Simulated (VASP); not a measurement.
# F (C2/c) in VASP: a series of runs

The runs below take F through single point, with PBE+D3(BJ).

All numbers are computed with VASP 6.6.1; they aren't measurements. Logs are shortened: lines on timing, memory, paths and dates and some standing lists are left out, and cuts for length are marked.

### 1 The cell of the first run

Symmetry: C2/c, No. 15, monoclinic system. Conventional cell: a = 5.857 Å, b = 3.417 Å, c = 6.484 Å, α = 90.00°, β = 91.13°, γ = 90.00°. F (site symmetry 1) has 1 F at 1.35 Å within 1.8 Å.

### 2 Single point, PBE+D3(BJ) (16.22 Å³/atom)

Input file INCAR:

```
SYSTEM = F
PREC = Accurate
ENCUT = 520
EDIFF = 1E-6
ISMEAR = 0
SIGMA = 0.05
LREAL = .FALSE.
LASPH = .TRUE.
NELM = 100
ALGO = Normal
ISIF = 2
LWAVE = .FALSE.
LCHARG = .FALSE.
GGA = PE
IVDW = 12
NBANDS = 22
```

Input file KPOINTS:

```
regular mesh
0
G
  8 8 4
  0 0 0
```

Input file POSCAR:

```
F
1.0
    2.9122102217     -1.7083394628      0.3073340899
    2.9122102217      1.7083394628      0.3073340899
   -0.8070813489      0.0000000000      6.4337641213
F
4
Direct
    0.9138648456      0.5855481450      0.0939279973
    0.4144518550      0.0861351544      0.4060720027
    0.0861351544      0.4144518550      0.9060720027
    0.5855481450      0.9138648456      0.5939279973
```

Potentials or basis: VASP PAW PBE potentials, release 64 (F).

Started as:

```console
$ cat potpaw_PBE.64/F/POTCAR > POTCAR
$ mpirun -np 1 vasp_std > vasp.out
```

OUTCAR:

```text
SYSTEM = F
   PREC = Accurate
   ENCUT = 520
   EDIFF = 1E-6
   ISMEAR = 0
   LREAL = .FALSE.
   LASPH = .TRUE.
   NELM = 100
   ISIF = 2
   GGA = PE
   IVDW = 12
 IVDW          = 12

 ion  position               nearest neighbor table
   1  0.914  0.586  0.094-   3 1.35
   2  0.414  0.086  0.406-   4 1.35
   3  0.086  0.414  0.906-   1 1.35
   4  0.586  0.914  0.594-   2 1.35

  LATTYP: Found a base centered monoclinic cell.
 ALAT       =     5.8567645055
 B/A-ratio  =     0.5833731103
 C/A-ratio  =     1.1071280974
 COS(beta)  =    -0.0196477736

  Lattice vectors:

 A1 = (   2.9122102217,  -1.7083394628,   0.3073340899)
 A2 = (   2.9122102217,   1.7083394628,   0.3073340899)
 A3 = (  -0.8070813489,   0.0000000000,   6.4337641213)

Analysis of symmetry for initial positions (statically):
=====================================================================
 Subroutine PRICEL returns:
 Original cell was already a primitive cell.

 Routine SETGRP: Setting up the symmetry group for a
 base centered monoclinic supercell.

 Subroutine GETGRP returns: Found  4 space group operations
 (whereof  2 operations were pure point group operations)
 out of a pool of  4 trial point group operations.

The static configuration has the point symmetry S_2 .
 The point group associated with its full space group is C_2h.

Analysis of symmetry for dynamics (positions and initial velocities):
=====================================================================
 Subroutine PRICEL returns:
 Original cell was already a primitive cell.

 Routine SETGRP: Setting up the symmetry group for a
 base centered monoclinic supercell.

 Subroutine GETGRP returns: Found  4 space group operations
 (whereof  2 operations were pure point group operations)
 out of a pool of  4 trial point group operations.

The dynamic configuration has the point symmetry S_2 .
 The point group associated with its full space group is C_2h.

 Subroutine INISYM returns: Found  4 space group operations
 (whereof  2 operations are pure point group operations),
 and found     1 'primitive' translations

----------------------------------------------------------------------------------------

                                     Primitive cell

  volume of cell :      64.8640

  direct lattice vectors                    reciprocal lattice vectors
     2.912210222 -1.708339463  0.307334090     0.169447662 -0.292681877  0.021256304
     2.912210222  1.708339463  0.307334090     0.169447662  0.292681877  0.021256304
    -0.807081349  0.000000000  6.433764121    -0.016188670  0.000000000  0.153399224

  length of vectors
     3.390257562  3.390257562  6.484188544     0.338861360  0.338861360  0.154251078

  position of ions in fractional coordinates (direct lattice)
     0.913864846  0.585548145  0.093927997
     0.414451855  0.086135154  0.406072003
     0.086135154  0.414451855  0.906072003
     0.585548145  0.913864846  0.593927997

  ion indices of the primitive-cell ions
   primitive index   ion index
                 1           1
                 2           2
                 3           3
                 4           4

----------------------------------------------------------------------------------------

 KPOINTS: regular mesh

Automatic generation of k-mesh.
 Grid dimensions read from file:
 generate k-points for:    8    8    4

 Generating k-lattice:

  Cartesian coordinates                     Fractional coordinates (reciprocal lattice)
     0.021180958 -0.036585235  0.002657038     0.125000000  0.000000000  0.000000000
     0.021180958  0.036585235  0.002657038     0.000000000  0.125000000  0.000000000
    -0.004047168  0.000000000  0.038349806     0.000000000  0.000000000  0.250000000

  Length of vectors
     0.042357670  0.042357670  0.038562770

  Shift w.r.t. Gamma in fractional coordinates (k-lattice)
     0.000000000  0.000000000  0.000000000

 Subroutine IBZKPT returns following result:
 ===========================================

 Found     78 irreducible k-points:

 Following reciprocal coordinates:
            Coordinates               Weight
  0.000000  0.000000  0.000000      1.000000
  0.125000  0.000000  0.000000      4.000000
  0.250000  0.000000  0.000000      4.000000
  0.375000 -0.000000  0.000000      4.000000
  0.500000  0.000000  0.000000      2.000000
  0.125000  0.125000  0.000000      2.000000
[... 16 lines left out ...]
  0.125000 -0.000000  0.250000      4.000000
  0.250000  0.000000  0.250000      4.000000
 [... further k-points ...]
   k-points           NKPTS =     78   k-points in BZ     NKDIM =     78   number of bands    NBANDS=     22
   number of dos      NEDOS =    301   number of ions     NIONS =      4
   total plane-waves  NPLWV =  37632
   dimension x,y,z NGX =    28 NGY =   28 NGZ =   48
   dimension x,y,z NGXF=    56 NGYF=   56 NGZF=   96
   ions per type =               4
   NGX,Y,Z   is equivalent  to a cutoff of  13.73, 13.73, 12.31 a.u.
   NGXF,Y,Z  is equivalent  to a cutoff of  27.46, 27.46, 24.61 a.u.
 SYSTEM =  F
   PREC   = accura    normal or accurate (medium, high low for compatibility)
   ISTART =      0    job   : 0-new  1-cont  2-samecut
   ICHARG =      2    charge: 1-file 2-atom 10-const
   ISPIN  =      1    spin polarized calculation?
   LNONCOLLINEAR =      F non collinear calculations
   LSORBIT =      F    spin-orbit coupling
   LASPH  =      T    aspherical Exc in radial PAW
   ENCUT  =  520.0 eV  38.22 Ry    6.18 a.u.   6.30  6.30 12.06*2*pi/ulx,y,z
   NELM   =    100;   NELMIN=  2; NELMDL= -5     # of ELM steps
   EDIFF  = 0.1E-05   stopping-criterion for ELM
   LREAL  =      F    real-space projection
   EDIFFG = 0.1E-04   stopping-criterion for IOM
   NSW    =      0    number of steps for IOM
   IBRION =     -1    ionic relax: 0-MD 1-quasi-New 2-CG
   NFREE  =      0    steps in history (QN), initial steepest desc. (CG)
   ISIF   =      2    stress and relaxation
   ISYM   =      2    0-nonsym 1-usesym 2-fastsym
   POTIM  = 0.5000    time-step for ionic-motion
   TEBEG  =    0.0;   TEEND  =   0.0 temperature during run
   PSTRESS=    0.0 pullay stress
   NELECT =      28.0000    total number of electrons
   NUPDOWN=      -1.0000    fix difference up-down
   EMIN   =  10.00;   EMAX   =-10.00  energy-range for DOS
   EFERMI =   0.00;   METHOD = LEGACY
   ISMEAR =     0;   SIGMA  =   0.05  broadening in eV -4-tet -1-fermi 0-gaus
   EFERMI_NEDOS =   21; number of points for ismear=-14 and -15
   IALGO  =     38    algorithm
   IMIX   =      4    mixing-type and parameters
     AMIX     =   0.40;   BMIX     =  1.00
     AMIX_MAG =   1.60;   BMIX_MAG =  1.00
  volume/ion in A,a.u.               =      16.22       109.43
  Fermi-wavevector in a.u.,A,eV,Ry     =   1.237256  2.338075 20.827834  1.530803
  Thomas-Fermi vector in A             =   2.371831
   LORBIT       =      0    0 simple, 1 ext, 2 COOP (PROOUT), +10 PAW based schemes
   GGA     = PE    functional components
   LHFCALC =     F    Hartree Fock is set to
   AEXX    =    0.0000 exact exchange contribution
   IVDW    =    12    specifies the selected vdW correction
   LEPSILON=     F    determine dielectric tensor
   LRPA    =     F    only Hartree local field effects (RPA)
 non-spin polarized calculation
 Gauss-broadening in eV      SIGMA  =   0.05
  energy-cutoff  :      520.00
  volume of cell :       64.86
 maximum number of plane-waves:      1763
 NGX is ok and might be reduce to    28
   NGX = 13   NGY = 13   NGZ = 25

 number of electron      27.9999982 magnetization

 Free energy of the ion-electron system (eV)
  ---------------------------------------------------
  ext. energy  EPLUGINS =         0.00000000
  ---------------------------------------------------
  free energy    TOTEN  =        -7.06739352 eV

  energy without entropy =       -7.06739352  energy(sigma->0) =       -7.06739352

 E-fermi :  -4.7477     XC(G=0):  -7.4988

 val. band max:       -4.9909692564   @ k =   0.0000   0.0000   0.0000
 cond. band min:      -1.2444086277   @ k =   0.0000   0.0000   0.0000
 fundamental gap:      3.7465606286
 Fermi energy:        -4.7477294782

 k-point     1 :       0.0000    0.0000    0.0000
  band No.  band energies     occupation
      1     -31.0527      2.00000
      2     -30.9293      2.00000
      3     -23.5246      2.00000
      4     -23.1078      2.00000
      5     -12.1092      2.00000
      6     -11.2777      2.00000
[... 14 lines left out ...]
     21      15.6871      0.00000
     22      15.7655      0.00000

 k-point     2 :       0.1250    0.0000    0.0000
  band No.  band energies     occupation
      1     -31.0398      2.00000
      2     -30.9251      2.00000
      3     -23.5082      2.00000
      4     -23.1239      2.00000
      5     -12.0873      2.00000
      6     -11.3093      2.00000
[... 14 lines left out ...]
     21      14.5419      0.00000
     22      15.2959      0.00000

 k-point     3 :       0.2500    0.0000    0.0000
  band No.  band energies     occupation
      1     -31.0055      2.00000
      2     -30.9173      2.00000
      3     -23.4623      2.00000
      4     -23.1693      2.00000
      5     -12.0189      2.00000
      6     -11.4041      2.00000
[... 14 lines left out ...]
     21      13.5227      0.00000
     22      13.8845      0.00000
[... 476 lines left out ...]
 k-point    23 :       0.1250   -0.0000    0.2500
  band No.  band energies     occupation
      1     -31.0232      2.00000
      2     -30.9423      2.00000
      3     -23.4525      2.00000
      4     -23.1815      2.00000
      5     -11.9802      2.00000
      6     -11.4323      2.00000
[... 14 lines left out ...]
     21      13.9306      0.00000
     22      14.9909      0.00000

 k-point    24 :       0.2500    0.0000    0.2500
  band No.  band energies     occupation
      1     -30.9927      2.00000
      2     -30.9306      2.00000
      3     -23.4196      2.00000
      4     -23.2135      2.00000
      5     -11.9266      2.00000
      6     -11.4904      2.00000
[... 14 lines left out ...]
     21      12.7763      0.00000
     22      13.4573      0.00000

 [... further k-points ...]

------------------------ aborting loop because EDIFF is reached ----------------------------------------

 Edisp (eV)   -0.11436

 E8    (eV) :    -0.0248

  FORCE on cell =-STRESS in cart. coord.  units (eV):
  Direction    XX          YY          ZZ          XY          YZ          ZX
  --------------------------------------------------------------------------------------
  -------------------------------------------------------------------------------------
  Total      -0.12091     1.69483     7.25076     0.00000     0.00000    -0.95641
  in kB      -2.98659    41.86317   179.09793     0.00000     0.00000   -23.62374
  external pressure =       72.66 kB  Pullay stress =        0.00 kB

 VOLUME and BASIS-vectors are now :
 -----------------------------------------------------------------------------
  energy-cutoff  :      520.00
  volume of cell :       64.86
      direct lattice vectors                 reciprocal lattice vectors
     2.912210222 -1.708339463  0.307334090     0.169447662 -0.292681877  0.021256304
     2.912210222  1.708339463  0.307334090     0.169447662  0.292681877  0.021256304
    -0.807081349  0.000000000  6.433764121    -0.016188670  0.000000000  0.153399224

 POSITION                                       TOTAL-FORCE (eV/Angst)
 -----------------------------------------------------------------------------------
      4.29080     -0.56088      1.06513        -0.369593      1.429185      2.891410
      1.13008     -0.56088      2.76642         0.369593      1.429185     -2.891410
      0.72654      0.56088      5.98330         0.369593     -1.429185     -2.891410
      3.88726      0.56088      4.28201        -0.369593     -1.429185      2.891410
 -----------------------------------------------------------------------------------
    total drift:                                0.000000     -0.000000      0.000000

  FREE ENERGIE OF THE ION-ELECTRON SYSTEM (eV)
  ---------------------------------------------------
  free  energy   TOTEN  =        -7.1817524906 eV

  energy  without entropy=       -7.1817524906  energy(sigma->0) =       -7.18175249
```

It took 33 s on 1 thread of Intel Xeon 6975P-C (Granite Rapids), shared host; peak memory 0.22 GiB.

What came out:

| Quantity | Value |
| --- | --- |
| Free energy | -7.1818 eV |
| Pressure | 7.3 GPa |
| Largest force | 3.246 eV/Å |
| Band gap on the k mesh | 3.75 eV |
| Dispersion energy per atom | -0.029 eV |

Forces in eV/Å, atoms in the order of the input:
```
F   -0.370  1.429  2.891
F    0.370  1.429 -2.891
F    0.370 -1.429 -2.891
F   -0.370 -1.429  2.891
```

Levels at points of the mesh, in eV from the valence-band top:
```
           k point  band 11  band 12  band 13  band 14  band 15  band 16  band 17  band 18
(0.00, 0.00, 0.00)    -0.44    -0.14    -0.08     0.00     3.75     4.67     8.80    11.48
(0.50, 0.00, 0.00)    -0.31    -0.30    -0.14    -0.12     4.30     4.30    12.98    12.99
(0.50, 0.50, 0.00)    -0.60    -0.50    -0.08    -0.05     3.96     4.62    12.44    14.18
(0.00, 0.00, 0.50)    -0.28    -0.28    -0.07    -0.07     4.16     4.16     9.80     9.80
(0.50, 0.00, 0.50)    -0.27    -0.25    -0.09    -0.08     4.27     4.27    13.46    13.48
(0.50, 0.50, 0.50)    -0.32    -0.32    -0.30    -0.30     4.28     4.28    13.08    13.08
```

Caveat: the cell stands under pressure; forces of over 1 eV/Å act on the atoms, so gaps and moduli don't describe the material at rest. A k mesh can miss the band edges.

### 3 Single point, PBE+D3(BJ) (16.22 Å³/atom)

Input file INCAR:

```
SYSTEM = F
  ALGO = Normal
  EDIFF = 1E-7
  ENCUT = 520
  GGA = PE
  ISIF = 2
  ISMEAR = 0
  IVDW = 12
  LASPH = .TRUE.
  LCHARG = .FALSE.
  LREAL = .FALSE.
  LWAVE = .FALSE.
  NBANDS = 22
  NELM = 60
  PREC = Accurate
  SIGMA = 0.05
```

Input file KPOINTS:

```
k-points
0
G
  8 8 4
  0 0 0
```

Input file POSCAR:

```
F
1.0
    2.6170051591     -1.8021180840      0.2761802334
    2.6170051591      1.8021180840      0.2761802334
   -0.8315878613      0.0000000000      6.7890323966
F
4
Direct
    0.9138648456      0.5855481450      0.0939279973
    0.4144518550      0.0861351544      0.4060720027
    0.0861351544      0.4144518550      0.9060720027
    0.5855481450      0.9138648456      0.5939279973
```

Potentials or basis: VASP PAW PBE potentials, release 64 (F).

Started as:

```console
$ cat potpaw_PBE.64/F/POTCAR > POTCAR
$ mpirun -np 1 vasp_std > vasp.out
```

Wall time 27 s (1 thread of Intel Xeon 6975P-C (Granite Rapids), shared host); peak memory 0.22 GiB.

The run converged. Its results:

```yaml
Free_energy: -7.4185 eV
Pressure: -0.2 GPa
Largest_force: 0.061 eV/Å
Band_gap_on_the_k_mesh: 2.82 eV
Dispersion_energy_per_atom: -0.029 eV
```

Forces in eV/Å, atoms in the order of the input:
```
F   -0.003  0.020  0.057
F    0.003  0.020 -0.057
F    0.003 -0.020 -0.057
F   -0.003 -0.020  0.057
```

Stress tensor (GPa, compression positive):
```
-0.07  0.00  0.03
 0.00 -0.27  0.00
 0.03  0.00 -0.19
```

Levels at points of the mesh, in eV from the valence-band top:
```csv
k point,band 12,band 13,band 14,band 15,band 16,band 17
"(0.00, 0.00, 0.00)",-0.07,0.00,0.00,2.82,3.61,9.25
"(0.50, 0.00, 0.00)",-0.31,-0.06,-0.04,3.30,3.31,13.52
"(0.50, 0.50, 0.00)",-0.43,-0.11,-0.08,3.09,3.52,14.12
"(0.00, 0.00, 0.50)",-0.21,0.00,0.00,3.19,3.19,10.14
"(0.50, 0.00, 0.50)",-0.28,-0.03,-0.02,3.28,3.28,14.03
"(0.50, 0.50, 0.50)",-0.32,-0.27,-0.27,3.30,3.30,14.59
```

[end of part 1 of 2]
